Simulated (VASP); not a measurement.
Input of a VASP 6.6.1 run:

INCAR

```
SYSTEM = GeS
PREC = Accurate ; ENCUT = 500
EDIFF = 1E-7 ; ISMEAR = 0
SIGMA = 0.02 ; LREAL = .FALSE.
LASPH = .TRUE. ; NELM = 120
ALGO = Normal ; ISIF = 4
LWAVE = .FALSE. ; LCHARG = .FALSE.
GGA = PE ; IVDW = 12
IBRION = 2 ; NSW = 50
EDIFFG = -0.01 ; GGA_COMPAT = .FALSE.
NELMIN = 4
```

Contents of KPOINTS:

```
Automatic mesh
0
G
  4 8 6
  0 0 0
```

File POSCAR:

```
GeS
1.0
   10.1663511135      0.0000000000      0.0000000000
    0.0000000000      3.6225781655      0.0000000000
    0.0000000000      0.0000000000      4.0829771583
Ge S
4 4
Direct
    0.1190635623      0.2500000000      0.1189007788
    0.3809364377      0.7500000000      0.6189007788
    0.6190635623      0.2500000000      0.3810992212
    0.8809364377      0.7500000000      0.8810992212
    0.8527504858      0.2500000000      0.4934921374
    0.6472495142      0.7500000000     -0.0065078626
    0.3527504858      0.2500000000      1.0065078626
    0.1472495142      0.7500000000      0.5065078626
```

Potentials or basis: VASP PAW PBE potentials, release 64 (Ge_d, S).

Launch:

```sh
$ cat potpaw_PBE.64/Ge_d/POTCAR potpaw_PBE.64/S/POTCAR > POTCAR
$ mpirun -np 1 vasp_std > vasp.out
```

Task: What does it give for the dispersion energy per atom?

Result: -0.341 eV.

Task: Estimate the band gap on the k mesh.

Result: 0.69 eV (least direct gap 1.08 eV).

Step by step:
```tsv
step	energy change (eV)	largest force (eV/Å)	pressure (GPa)	volume (Å³)
1	0.0000	0.2609	3.72	150.37
2	-0.0144	0.1241	3.14	150.37
3	-0.0186	0.0214	2.59	150.37
4	-0.0186	0.0170	2.61	150.37
5	-0.0197	0.0125	2.58	150.37
6	-0.0202	0.0085	2.54	150.37
7	-0.0203	0.0070	2.52	150.37
```

A k mesh can miss the band edges.
